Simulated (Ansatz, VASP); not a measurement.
## Sb: VASP beside Ansatz

```
Sb
1.0
     3.34639    0.00000    0.00000
    -1.67319    2.89806    0.00000
     0.00000    0.00000    5.29423
Sb
2
Direct
  0.33333 0.66667 0.25000
  0.66667 0.33333 0.75000
```

Alike in both runs: task electric field gradients; functional RPBE; k mesh 12 × 12 × 7; occupations fermi-dirac, width 0.05 eV; no spin polarisation.

```csv
,VASP,Ansatz
version,VASP 6.6.1,Ansatz 0.2.0
potentials or method,"VASP PAW PBE potentials, release 64 (Sb)",scalar-relativistic
plane-wave cutoff (eV),520,1950
valence electrons in the cell,10,30
```

VASP gave:

```
gap on the k mesh at the Fermi level (eV)                     : none
pressure (GPa)                                                : 5.8
traceless stress, the component that is largest in VASP (GPa) : -0.73
```

Task: What did Ansatz give for the same quantities?

Result: gap on the k mesh at the Fermi level (eV): none; pressure (GPa): 6.0; traceless stress, the component that is largest in VASP (GPa): -0.73.

VASP's potentials were made for PBE, not for RPBE. A gap of «none» marks a metal or a gap that the smearing closes. VASP's potentials hold 10 valence electrons a cell and Ansatz's 30, so a difference there can come from the potentials and not from the codes. Ansatz's warnings: radial quadrature taken.

Neither program's run includes spin-orbit coupling.
